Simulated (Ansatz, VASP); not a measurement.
# One calculation of Nb2Te, two programs

```
CELL_PARAMETERS angstrom
5.04090 0.00000 0.00000
-2.52045 4.36555 0.00000
0.00000 0.00000 2.94470
ATOMIC_POSITIONS crystal
Nb 0.33333 0.66667 0.50000
Nb 0.66667 0.33333 0.50000
Te 0.00000 0.00000 0.50000
```

Alike in both runs: task relaxation of cell and atoms; functional PBE; k mesh 12 × 12 × 16; occupations gaussian, width 0.1 eV; no spin polarisation.

```csv
,VASP,Ansatz
version,VASP 6.6.1,Ansatz 0.2.0
potentials or method,"VASP PAW PBE potentials, release 64 (Nb_sv, Te), cutoff 600 eV","scalar-relativistic, plane waves, PAW"
valence electrons in the cell,32,42
```

```tsv
	VASP	Ansatz	Ansatz less VASP
gap on the k mesh at the Fermi level, each at its own relaxed structure (eV)	none	none	-
relaxed volume (Å³/atom)	21.57	21.60	+0.029
relaxed cell length with the largest relative difference (Å)	5.059	5.062	+0.0031
```

A gap of «none» marks a metal or a gap that the smearing closes. VASP's potentials hold 32 valence electrons a cell and Ansatz's 42, so a difference there can come from the potentials and not from the codes.

Neither program's run includes spin-orbit coupling.
